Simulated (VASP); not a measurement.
Set up this calculation in VASP 6.6.1, as the native input.

| Quantity | Value |
| --- | --- |
| Task | single point |
| Functional | PBE |
| Potentials or basis | VASP PAW PBE potentials, release 64 (Si, C) |
| Cutoff | 520 eV |
| k mesh | 17 × 17 × 17 |
| Occupations | fermi-dirac, width 0.02 eV |
| Spin | no spin polarisation |
| Dipole correction | no |
| Further INCAR settings | ALGO = Normal; EDIFF = 1e-07; NBANDS = 11 |

The structure of SiC (Moissanite 3C) lies in POSCAR:

```
SiC
1.0
    0.0000000000      2.2217363401      2.2217363401
    2.2217363401      0.0000000000      2.2217363401
    2.2217363401      2.2217363401      0.0000000000
Si C
1 1
Direct
    0.0000000000      0.0000000000      0.0000000000
    0.2500000000      0.2500000000      0.2500000000
```

This cell differs from its parent crystal: volume scaled by 1.06, then relaxed in part.

The input as run:

INCAR

```
SYSTEM = SiC
PREC = Accurate ; ENCUT = 520
EDIFF = 1E-7 ; ISMEAR = -1
SIGMA = 0.02 ; LREAL = .False.
LASPH = .True. ; NELM = 100
ALGO = Normal ; ISIF = 2
LWAVE = .False. ; LCHARG = .False.
GGA = PE ; NBANDS = 11
```

KPOINTS

```
Automatic mesh
0
Gamma
  17 17 17
  0 0 0
```

Potentials or basis: VASP PAW PBE potentials, release 64 (Si, C).

Run with:

```sh
$ cat potpaw_PBE.64/Si/POTCAR potpaw_PBE.64/C/POTCAR > POTCAR
$ mpirun -np 1 vasp_std > vasp.out
```

Results of the run:

```
Pressure               : -8.5 GPa
Band gap on the k mesh : 1.45 eV, indirect (least direct gap 4.50 eV)
```

Run time: 40 s on 1 thread of Intel(R) Xeon(R) Platinum 8259CL CPU @ 2.50GHz (Skylake/Cascade Lake), on a shared host, peak memory 0.16 GiB.
